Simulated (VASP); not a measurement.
Input of a VASP 6.6.1 run:

INCAR

```
SYSTEM = Pt
  PREC = Accurate
  ENCUT = 500
  EDIFF = 1E-7
  ISMEAR = 1
  SIGMA = 0.05
  LREAL = .FALSE.
  LASPH = .TRUE.
  NELM = 120
  ALGO = Normal
  ISIF = 3
  LWAVE = .FALSE.
  LCHARG = .FALSE.
  GGA = PS
  IBRION = 2
  NSW = 80
  EDIFFG = -0.01
  PSTRESS = 150.0
  GGA_COMPAT = .FALSE.
  NELMIN = 4
```

File KPOINTS:

```
regular mesh
0
G
  10 10 10
  0 0 0
```

POSCAR

```
Pt
1.0
    0.0000000000      1.9600000000      1.9600000000
    1.9600000000      0.0000000000      1.9600000000
    1.9600000000      1.9600000000      0.0000000000
Pt
1
Direct
    0.0000000000      0.0000000000      0.0000000000
```

Potentials or basis: VASP PAW PBE potentials, release 64 (Pt).

Launch:

```bash
$ cat potpaw_PBE.64/Pt/POTCAR > POTCAR
$ mpirun -np 1 vasp_std > vasp.out
```

(1) Estimate the space group after relaxing (to 0.1 Å).

(2) What does it give for the relaxed volume?

(3) What does it give for the relaxed cell?

## Answers

(1) Fm-3m (No. 225).

(2) 14.35 Å³/atom.

(3) a = 2.728 Å, b = 2.728 Å, c = 2.728 Å, α = 60.00°, β = 60.00°, γ = 60.00°.

Caveat: the cell is relaxed towards a set pressure, so the run minimises the enthalpy, not the energy; the PAW data sets were made with another functional, which shifts forces and pressure a little.
